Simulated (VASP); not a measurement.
# SiO2 (P6_422) in VASP: single point with LDA

Aim: the single point of SiO2 with LDA.

Everything below comes from runs of VASP 6.6.1. Logs are shortened: lines on timing, memory, paths and dates and some standing lists are left out, and cuts for length are marked.

## 1. The cell of the first run

Symmetry: P6_422, No. 181, hexagonal system. The conventional cell has a = 5.061 Å, b = 5.061 Å, c = 5.541 Å, α = 90.00°, β = 90.00°, γ = 120.00°. Si (site symmetry 222) has 4 O at 1.61 Å within 2.1 Å. Within 2.1 Å of O (site symmetry 2) lie 2 Si at 1.61 Å.

## 2. Single point, LDA

The input, INCAR:

```
PREC = Accurate
ENCUT = 600
EDIFF = 1E-6
ISMEAR = 0
SIGMA = 0.01
LREAL = False
LASPH = True
NELM = 120
ALGO = Normal
ISIF = 2
LWAVE = False
LCHARG = False
NBANDS = 34
GGA_COMPAT = False
```

The input, KPOINTS:

```
Automatic mesh
0
Gamma
  6 6 4
```

The input, POSCAR:

```
SiO2
1.0
    5.0605220000      0.0000000000      0.0000000000
   -2.5302610000      4.3825406084      0.0000000000
    0.0000000000      0.0000000000      5.5413530000
Si O
3 6
Direct
    0.0000000000      0.5000000000      0.3333333333
    0.5000000000      0.0000000000      0.0000000000
    0.5000000000      0.5000000000      0.6666666667
    0.5827890000      0.7913945000      0.8333333333
    0.2086055000      0.4172110000      0.5000000000
    0.2086055000      0.7913945000      0.1666666667
    0.4172110000      0.2086055000      0.8333333333
    0.7913945000      0.2086055000      0.1666666667
    0.7913945000      0.5827890000      0.5000000000
```

Potentials or basis: VASP PAW LDA potentials, release 64 (Si, O).

Started as:

```sh
$ cat potpaw_LDA.64/Si/POTCAR potpaw_LDA.64/O/POTCAR > POTCAR
$ mpirun -np 1 vasp_std > vasp.out
```

OUTCAR:

```text
PREC = Accurate
   ENCUT = 600
   EDIFF = 1E-6
   ISMEAR = 0
   LREAL = False
   LASPH = True
   NELM = 120
   ISIF = 2

 ion  position               nearest neighbor table
   1  0.000  0.500  0.333-   6 1.61   8 1.61   5 1.61   9 1.61   2 3.13   2 3.13   3 3.13   3 3.13

   2  0.500  0.000  0.000-   4 1.61   7 1.61   6 1.61   8 1.61   1 3.13   3 3.13   3 3.13   1 3.13

   3  0.500  0.500  0.667-   4 1.61   7 1.61   5 1.61   9 1.61   2 3.13   2 3.13   1 3.13   1 3.13

   4  0.583  0.791  0.833-   3 1.61   2 1.61
   5  0.209  0.417  0.500-   1 1.61   3 1.61
   6  0.209  0.791  0.167-   1 1.61   2 1.61
   7  0.417  0.209  0.833-   3 1.61   2 1.61
   8  0.791  0.209  0.167-   1 1.61   2 1.61
   9  0.791  0.583  0.500-   1 1.61   3 1.61

  LATTYP: Found a hexagonal cell.
 ALAT       =     5.0605220000
 C/A-ratio  =     1.0950160873

  Lattice vectors:

 A1 = (   5.0605220000,   0.0000000000,   0.0000000000)
 A2 = (  -2.5302610000,   4.3825406084,   0.0000000000)
 A3 = (   0.0000000000,   0.0000000000,   5.5413530000)

Analysis of symmetry for initial positions (statically):
=====================================================================
 Subroutine PRICEL returns:
 Original cell was already a primitive cell.

 Routine SETGRP: Setting up the symmetry group for a
 hexagonal supercell.

 Subroutine GETGRP returns: Found 12 space group operations
 (whereof  4 operations were pure point group operations)
 out of a pool of 24 trial point group operations.

The static configuration has the point symmetry D_2 .
 The point group associated with its full space group is D_6 .

Analysis of symmetry for dynamics (positions and initial velocities):
=====================================================================
 Subroutine PRICEL returns:
 Original cell was already a primitive cell.

 Routine SETGRP: Setting up the symmetry group for a
 hexagonal supercell.

 Subroutine GETGRP returns: Found 12 space group operations
 (whereof  4 operations were pure point group operations)
 out of a pool of 24 trial point group operations.

The dynamic configuration has the point symmetry D_2 .
 The point group associated with its full space group is D_6 .

 Subroutine INISYM returns: Found 12 space group operations
 (whereof  4 operations are pure point group operations),
 and found     1 'primitive' translations

----------------------------------------------------------------------------------------

                                     Primitive cell

  volume of cell :     122.8958

  direct lattice vectors                    reciprocal lattice vectors
     5.060522000  0.000000000  0.000000000     0.197608073  0.114089074  0.000000000
    -2.530261000  4.382540608  0.000000000     0.000000000  0.228178148  0.000000000
     0.000000000  0.000000000  5.541353000     0.000000000  0.000000000  0.180461342

  length of vectors
     5.060522000  5.060522000  5.541353000     0.228178148  0.228178148  0.180461342

  position of ions in fractional coordinates (direct lattice)
     0.000000000  0.500000000  0.333333333
     0.500000000  0.000000000  0.000000000
     0.500000000  0.500000000  0.666666667
     0.582789000  0.791394500  0.833333333
     0.208605500  0.417211000  0.500000000
     0.208605500  0.791394500  0.166666667
     0.417211000  0.208605500  0.833333333
     0.791394500  0.208605500  0.166666667
     0.791394500  0.582789000  0.500000000

  ion indices of the primitive-cell ions
   primitive index   ion index
                 1           1
                 2           2
                 3           3
                 4           4
                 5           5
                 6           6
                 7           7
                 8           8
                 9           9

----------------------------------------------------------------------------------------

 KPOINTS: Automatic mesh

Automatic generation of k-mesh.
 Grid dimensions read from file:
 generate k-points for:    6    6    4

 Generating k-lattice:

  Cartesian coordinates                     Fractional coordinates (reciprocal lattice)
     0.032934679  0.019014846  0.000000000     0.166666667  0.000000000  0.000000000
     0.000000000  0.038029691  0.000000000     0.000000000  0.166666667  0.000000000
     0.000000000  0.000000000  0.045115336     0.000000000  0.000000000  0.250000000

  Length of vectors
     0.038029691  0.038029691  0.045115336

  Shift w.r.t. Gamma in fractional coordinates (k-lattice)
     0.000000000  0.000000000  0.000000000

 Subroutine IBZKPT returns following result:
 ===========================================

 Found     21 irreducible k-points:

 Following reciprocal coordinates:
            Coordinates               Weight
  0.000000  0.000000  0.000000      1.000000
  0.166667 -0.000000  0.000000      6.000000
  0.333333 -0.000000  0.000000      6.000000
  0.500000  0.000000  0.000000      3.000000
  0.166667  0.166667  0.000000      6.000000
  0.333333  0.166667  0.000000     12.000000
[... 13 lines left out ...]
  0.333333  0.166667  0.500000     12.000000
  0.333333  0.333333  0.500000      2.000000
   k-points           NKPTS =     21   k-points in BZ     NKDIM =     21   number of bands    NBANDS=     34
   number of dos      NEDOS =    301   number of ions     NIONS =      9
   total plane-waves  NPLWV =  76800
   dimension x,y,z NGX =    40 NGY =   40 NGZ =   48
   dimension x,y,z NGXF=    80 NGYF=   80 NGZF=   96
   ions per type =               3   6
   NGX,Y,Z   is equivalent  to a cutoff of  13.14, 13.14, 14.40 a.u.
   NGXF,Y,Z  is equivalent  to a cutoff of  26.28, 26.28, 28.80 a.u.
 SYSTEM =  unknown system
   PREC   = accura    normal or accurate (medium, high low for compatibility)
   ISTART =      0    job   : 0-new  1-cont  2-samecut
   ICHARG =      2    charge: 1-file 2-atom 10-const
   ISPIN  =      1    spin polarized calculation?
   LNONCOLLINEAR =      F non collinear calculations
   LSORBIT =      F    spin-orbit coupling
   LASPH  =      T    aspherical Exc in radial PAW
   ENCUT  =  600.0 eV  44.10 Ry    6.64 a.u.  10.11 10.11 11.07*2*pi/ulx,y,z
   NELM   =    120;   NELMIN=  2; NELMDL= -5     # of ELM steps
   EDIFF  = 0.1E-05   stopping-criterion for ELM
   LREAL  =      F    real-space projection
   EDIFFG = 0.1E-04   stopping-criterion for IOM
   NSW    =      0    number of steps for IOM
   IBRION =     -1    ionic relax: 0-MD 1-quasi-New 2-CG
   NFREE  =      0    steps in history (QN), initial steepest desc. (CG)
   ISIF   =      2    stress and relaxation
   ISYM   =      2    0-nonsym 1-usesym 2-fastsym
   POTIM  = 0.5000    time-step for ionic-motion
   TEBEG  =    0.0;   TEEND  =   0.0 temperature during run
   PSTRESS=    0.0 pullay stress
   NELECT =      48.0000    total number of electrons
   NUPDOWN=      -1.0000    fix difference up-down
   EMIN   =  10.00;   EMAX   =-10.00  energy-range for DOS
   EFERMI =   0.00;   METHOD = LEGACY
   ISMEAR =     0;   SIGMA  =   0.01  broadening in eV -4-tet -1-fermi 0-gaus
   EFERMI_NEDOS =   21; number of points for ismear=-14 and -15
   IALGO  =     38    algorithm
   IMIX   =      4    mixing-type and parameters
     AMIX     =   0.40;   BMIX     =  1.00
     AMIX_MAG =   1.60;   BMIX_MAG =  1.00
  volume/ion in A,a.u.               =      13.66        92.15
  Fermi-wavevector in a.u.,A,eV,Ry     =   1.196675  2.261388 19.483965  1.432031
  Thomas-Fermi vector in A             =   2.332609
   LORBIT       =      0    0 simple, 1 ext, 2 COOP (PROOUT), +10 PAW based schemes
   GGA     = CA    functional components
   LHFCALC =     F    Hartree Fock is set to
   AEXX    =    0.0000 exact exchange contribution
   IVDW    =     0    specifies the selected vdW correction
   LEPSILON=     F    determine dielectric tensor
   LRPA    =     F    only Hartree local field effects (RPA)
 non-spin polarized calculation
 Gauss-broadening in eV      SIGMA  =   0.01
  energy-cutoff  :      600.00
  volume of cell :      122.90
 maximum number of plane-waves:      4138
   NGX = 21   NGY = 21   NGZ = 23

 number of electron      47.9999982 magnetization

 Free energy of the ion-electron system (eV)
  ---------------------------------------------------
  ext. energy  EPLUGINS =         0.00000000
  ---------------------------------------------------
  free energy    TOTEN  =       -77.83560097 eV

  energy without entropy =      -77.83560097  energy(sigma->0) =      -77.83560097

 E-fermi :   0.4024     XC(G=0):  -9.3090

 val. band max:        0.2769797996   @ k =   0.5000   0.0000   0.0000
 cond. band min:       5.7277932166   @ k =   0.0000   0.0000   0.0000
 fundamental gap:      5.4508134170
 Fermi energy:         0.4024002369

 k-point     1 :       0.0000    0.0000    0.0000
  band No.  band energies     occupation
      1     -18.9140      2.00000
      2     -17.4082      2.00000
      3     -17.4082      2.00000
      4     -16.7856      2.00000
      5     -16.7274      2.00000
      6     -16.7274      2.00000
[... 26 lines left out ...]
     33      13.1241      0.00000
     34      13.1261      0.00000

 k-point     2 :       0.1667   -0.0000    0.0000
  band No.  band energies     occupation
      1     -18.8380      2.00000
      2     -17.5145      2.00000
      3     -17.4018      2.00000
      4     -16.7834      2.00000
      5     -16.7389      2.00000
      6     -16.7352      2.00000
[... 26 lines left out ...]
     33      12.9971      0.00000
     34      13.2845      0.00000
[... 664 lines left out ...]
     33      11.3725      0.00000
     34      11.5699      0.00000

 k-point    21 :       0.3333    0.3333    0.5000
  band No.  band energies     occupation
      1     -18.3980      2.00000
      2     -17.7306      2.00000
      3     -17.7306      2.00000
      4     -16.7982      2.00000
      5     -16.7595      2.00000
      6     -16.7595      2.00000
[... 26 lines left out ...]
     33      11.4168      0.00000
     34      11.4337      0.00000

------------------------ aborting loop because EDIFF is reached ----------------------------------------

  FORCE on cell =-STRESS in cart. coord.  units (eV):
  Direction    XX          YY          ZZ          XY          YZ          ZX
  --------------------------------------------------------------------------------------
  -------------------------------------------------------------------------------------
  Total       -1.1027587     -1.1027587     -1.0608137     -0.0000000     -0.0000000      0.0000000
  in kB      -14.3765274    -14.3765274    -13.8296959     -0.0000000     -0.0000000      0.0000000
  external PRESSURE =     -14.1942502 kB  Pullay stress =       0.0000000 kB

 VOLUME and BASIS-vectors are now :
 -----------------------------------------------------------------------------
  energy-cutoff  :      600.00
  volume of cell :      122.90
      direct lattice vectors                 reciprocal lattice vectors
     5.060522000  0.000000000  0.000000000     0.197608073  0.114089074  0.000000000
    -2.530261000  4.382540608  0.000000000     0.000000000  0.228178148  0.000000000
     0.000000000  0.000000000  5.541353000     0.000000000  0.000000000  0.180461342

 POSITION                                       TOTAL-FORCE (eV/Angst)
 -----------------------------------------------------------------------------------
     -1.26513      2.19127      1.84712         0.000000     -0.000000      0.000000
      2.53026      0.00000      0.00000         0.000000     -0.000000     -0.000000
      1.26513      2.19127      3.69424         0.000000     -0.000000      0.000000
      0.94678      3.46832      4.61779        -0.013584     -0.007843     -0.000000
     -0.00000      1.82844      2.77068         0.000000      0.015686     -0.000000
     -0.94678      3.46832      0.92356         0.013584     -0.007843      0.000000
      1.58348      0.91422      4.61779         0.013584      0.007843     -0.000000
      3.47704      0.91422      0.92356        -0.013584      0.007843      0.000000
      2.53026      2.55410      2.77068         0.000000     -0.015686     -0.000000
 -----------------------------------------------------------------------------------
    total drift:                                0.000000     -0.000000     -0.000001

  FREE ENERGIE OF THE ION-ELECTRON SYSTEM (eV)
  ---------------------------------------------------
  free  energy   TOTEN  =       -77.8356009661 eV

  energy  without entropy=      -77.8356009661  energy(sigma->0) =      -77.83560097
```

Wall time 75 s (1 thread of AMD EPYC 7R43 (Zen 3), shared host); peak memory 0.21 GiB.

What came out:

* Free energy: -77.8356 eV
* Pressure: -1.4 GPa
* Largest force: 0.016 eV/Å
* Band gap on the k mesh: 5.45 eV (least direct gap 5.65 eV)

Forces in eV/Å, atoms in the order of the input:
```
Si   0.000  0.000  0.000
Si   0.000  0.000  0.000
Si   0.000  0.000  0.000
O   -0.014 -0.008  0.000
O    0.000  0.016  0.000
O    0.014 -0.008  0.000
O    0.014  0.008  0.000
O   -0.014  0.008  0.000
O    0.000 -0.016  0.000
```

Levels at points of the mesh, in eV from the valence-band top:
```
           k point  band 20  band 21  band 22  band 23  band 24  band 25  band 26  band 27  band 28  band 29
(0.00, 0.00, 0.00)    -1.00    -1.00    -0.48    -0.48    -0.20     5.45     8.69     8.69     8.94     8.94
(0.50, 0.00, 0.00)    -1.20    -1.19    -1.02    -0.35     0.00     7.49     8.32     9.35     9.41     9.43
(0.00, 0.00, 0.50)    -1.88    -1.18    -0.28     0.00     0.00     7.27     7.27     8.18     9.52     9.52
(0.50, 0.00, 0.50)    -1.36    -0.94    -0.74    -0.71    -0.35     8.47     8.90     8.96     9.11     9.47
```

A k mesh can miss the band edges.
